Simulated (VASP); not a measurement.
TlBr:

```
Tl Br
1.0
     3.94619    0.00000    0.00000
     0.00000    3.94619    0.00000
     0.00000    0.00000    3.94619
Tl Br
1 1
Direct
  0.00000 0.00000 0.00000
  0.50000 0.50000 0.50000
```

Base run:

```yaml
Program: VASP 6.6.1
Functional: r2SCAN
Potentials_or_basis: VASP PAW PBE potentials, release 64 (Tl_d, Br)
Cutoff: 550 eV
k_mesh: 6 × 6 × 6
Occupations: gaussian, width 0.01 eV
Spin: no spin polarisation
```

Its results: band gap on the k mesh 2.24 eV, direct; pressure 1.0 GPa.

Task: The run is repeated on the same cell with these changes: functional from r2SCAN to LDA; potentials or basis from VASP PAW PBE potentials, release 64 (Tl_d, Br) to VASP PAW LDA potentials, release 64 (Tl_d, Br); cutoff from 550 eV to 500 eV. What comes out?

Result: Band gap on the k mesh 1.58 eV, direct; pressure -2.2 GPa.

Caveats: spin-orbit coupling is left out, which moves the levels of the heavy elements; the PAW data sets were made with another functional, which shifts forces and pressure a little (some runs).

A k mesh can miss the band edges.
